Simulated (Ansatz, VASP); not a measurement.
## Ag: VASP beside Ansatz

The input INCAR:

```
SYSTEM = Ag
PREC = Accurate ; ENCUT = 520
EDIFF = 1E-7 ; ISMEAR = 0
SIGMA = 0.15 ; LREAL = .False.
LASPH = .True. ; NELM = 60
ALGO = Fast ; ISIF = 2
LWAVE = .False. ; LCHARG = .False.
GGA = PE ; NBANDS = 12
```

KPOINTS

```
Automatic mesh
0
Gamma
  20 20 20
  0 0 0
```

The input POSCAR:

```
Ag
1.0
    0.0000000000      2.0635310000      2.0431000000
    2.0431000000      0.0000000000      2.0431000000
    2.0431000000      2.0635310000      0.0000000000
Ag
1
Direct
    0.0000000000      0.0000000000      0.0000000000
```

Input for Ansatz:

```yaml
crystal:
  lattice:
    - [0.0, 2.063531, 2.0431]
    - [2.0431, 0.0, 2.0431]
    - [2.0431, 2.063531, 0.0]
  atoms:
    - { symbol: Ag, position: [0.0, 0.0, 0.0] }
basis:
  ecutwfc: 420
kpoints:
  mp_grid: { grid: [20, 20, 20] }
hamiltonian:
  xc: pbe
scf:
  occupations: { method: gaussian, width: 0.15 }
output:
  forces: true
  stress: true
  eigenvalues: true
```

Change from the starting cell: strain +0.0100 x Voigt [0, 1, 0, 0, 0, 0], atoms carried along.

Alike in both runs: task single point; functional PBE; k mesh 20 × 20 × 20; occupations gaussian, width 0.15 eV; no spin polarisation.

```csv
,VASP,Ansatz
version,VASP 6.6.1,Ansatz 0.2.0
potentials or method,"VASP PAW PBE potentials, release 64 (Ag), cutoff 520 eV","scalar-relativistic, plane waves, PAW"
valence electrons in the cell,11,19
```

|  | VASP | Ansatz | Ansatz less VASP |
| --- | --- | --- | --- |
| gap on the k mesh at the Fermi level (eV) | none | none | - |
| pressure (GPa) | 3.4 | 3.5 | +0.09 |
| traceless stress, the component that is largest in VASP (GPa) | -0.27 | -0.27 | -0.002 |

A gap of «none» marks a metal or a gap that the smearing closes. VASP's potentials hold 11 valence electrons a cell and Ansatz's 19, so a difference there can come from the potentials and not from the codes.
